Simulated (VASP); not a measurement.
A run of VASP 6.6.1:

File POSCAR:

```
K
1.0
    4.2548519443      0.0000000000      0.0000000000
    0.0000000000      4.2548519443      0.0000000000
    0.0000000000      0.0000000000      4.2548519443
K
1
Direct
    0.0000000000      0.0000000000      0.0000000000
```

Contents of INCAR.step1:

```
PREC = Accurate
ENCUT = 520
EDIFF = 1E-6
ISMEAR = -1
SIGMA = 0.1
LREAL = F
LASPH = T
NELM = 60
ALGO = Normal
ISIF = 2
LWAVE = F
LCHARG = T
GGA = PS
NBANDS = 10
```

File KPOINTS.step1:

```
Automatic mesh
0
Gamma
  9 9 9
```

INCAR.step2

```
PREC = Accurate
ENCUT = 520
EDIFF = 1E-6
ISMEAR = -5
SIGMA = 0.1
LREAL = F
LASPH = T
NELM = 60
ALGO = Normal
ISIF = 2
LWAVE = F
LCHARG = F
GGA = PS
LORBIT = 11
NEDOS = 1001
ICHARG = 11
```

The input KPOINTS.step2:

```
Automatic mesh
0
Gamma
  14 14 14
```

Potentials or basis: VASP PAW PBE potentials, release 64 (K_sv).

Command:

```sh
$ cat potpaw_PBE.64/K_sv/POTCAR > POTCAR
$ cp INCAR.step1 INCAR
$ cp KPOINTS.step1 KPOINTS
$ mpirun -np 1 vasp_std > vasp.out
$ cp INCAR.step2 INCAR
$ cp KPOINTS.step2 KPOINTS
$ mpirun -np 1 vasp_std > vasp.out
```

Hardware: 1 thread of Intel(R) Xeon(R) 6975P-C (Granite Rapids), with other jobs on the host.

Problem. Estimate the wall time of this run.

Solution. Run time: 15 s on 1 thread of Intel(R) Xeon(R) 6975P-C (Granite Rapids) (shared host), peak memory 0.21 GiB. Counts: k points 120.
